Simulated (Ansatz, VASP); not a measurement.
# One calculation of ZnGaC4N4, two programs

```xyz
10
Lattice="5.8894 0.0000 0.0000 0.0000 5.8894 0.0000 0.0000 0.0000 5.8894" Properties=species:S:1:pos:R:3 pbc="T T T"
Zn    2.9447    2.9447    2.9447
Ga    0.0000    0.0000    0.0000
C     1.1351    1.1351    1.1351
C     1.1351    4.7543    4.7543
C     4.7543    1.1351    4.7543
C     4.7543    4.7543    1.1351
N     1.8113    1.8113    1.8113
N     1.8113    4.0781    4.0781
N     4.0781    1.8113    4.0781
N     4.0781    4.0781    1.8113
```

Alike in both runs: functional PBE; k mesh 4 × 4 × 4; occupations gaussian, width 0.1 eV; no spin polarisation.

Ansatz relaxed the structure, and its values are those at the end. VASP's run is a single point on that final structure, the one shown.

|  | VASP | Ansatz |
| --- | --- | --- |
| version | VASP 6.6.1 | Ansatz 0.2.0 |
| potentials or method | VASP PAW PBE potentials, release 64 (Zn, Ga_d, C, N), cutoff 520 eV | scalar-relativistic, plane waves, PAW |
| valence electrons in the cell | 61 | 61 |

```csv
,VASP,Ansatz,Ansatz less VASP
gap on the k mesh at the Fermi level (eV),none,none,-
pressure (GPa),0.6,0.2,-0.38
rms of the force components (eV/Å),0.169,0.023,-0.1461
```

A gap of «none» marks a metal or a gap that the smearing closes. One of these differences is far larger than is usual between the two programs; its cause wasn't traced.

Noted on VASP's run: the standard files for N, O and F lose accuracy on very short bonds.
